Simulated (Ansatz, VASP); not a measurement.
**AlRu in VASP and in Ansatz**

```xyz
16
Lattice="6.0069 0.0000 0.0000 0.0000 6.0069 0.0000 0.0000 0.0000 6.0069" Properties=species:S:1:pos:R:3 pbc="T T T"
Al    0.0000    0.0000    0.0000
Al    0.0000    0.0000    3.0034
Al    0.0000    3.0034    0.0000
Al    0.0000    3.0034    3.0034
Al    3.0034    0.0000    0.0000
Al    3.0034    0.0000    3.0034
Al    3.0034    3.0034    0.0000
Al    3.0034    3.0034    3.0034
Ru    1.5017    1.5017    1.5017
Ru    1.5017    1.5017    4.5052
Ru    1.5017    4.5052    1.5017
Ru    1.5017    4.5052    4.5052
Ru    4.5052    1.5017    1.5017
Ru    4.5052    1.5017    4.5052
Ru    4.5052    4.5052    1.5017
Ru    4.5052    4.5052    4.5052
```

Alike in both runs: task single point; functional PBE; k mesh 6 × 6 × 6; occupations methfessel-paxton of order 1, width 0.1 eV; no spin polarisation.

|  | VASP | Ansatz |
| --- | --- | --- |
| version | VASP 6.6.1 | Ansatz 0.2.0 |
| potentials or method | VASP PAW PBE potentials, release 64 (Al, Ru_pv), cutoff 520 eV | plane-wave PAW DFT |
| valence electrons in the cell | 136 | 152 |

```tsv
	VASP	Ansatz	Ansatz less VASP
pressure (GPa)	-0.1	-0.1	+0.03
```

VASP's potentials hold 136 valence electrons a cell and Ansatz's 152, so a difference there can come from the potentials and not from the codes.
